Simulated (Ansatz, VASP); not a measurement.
# Two plane-wave programs on Cu

```
CELL_PARAMETERS angstrom
2.53076 0.00000 0.00000
-1.26538 2.19171 0.00000
0.00000 0.00000 8.26182
ATOMIC_POSITIONS crystal
Cu 0.66667 0.33333 0.75000
Cu 0.00000 0.00000 0.50000
Cu 0.33333 0.66667 0.25000
Cu 0.00000 0.00000 0.00000
```

Alike in both runs: functional PBEsol; k mesh 12 × 12 × 4; occupations fermi-dirac, width 0.05 eV; no spin polarisation.

```csv
,VASP,Ansatz
version,VASP 6.6.1,Ansatz 0.2.0
potentials or method,"VASP PAW PBE potentials, release 64 (Cu_sv_GW)",Ansatz PAW earlier set
plane-wave cutoff (eV),700,700
valence electrons in the cell,76,76
task,single point,band structure
```

```tsv
	VASP	Ansatz	Ansatz less VASP
gap on the k mesh at the Fermi level (eV)	none	none	-
pressure (GPa)	-6.5	-1.9	+4.67
traceless stress, the component that is largest in VASP (GPa)	-0.31	-0.31	+0.005
```

VASP's potentials were made for PBE, not for PBEsol. A gap of «none» marks a metal or a gap that the smearing closes. One of these differences is far larger than is usual between the two programs; its cause wasn't traced.
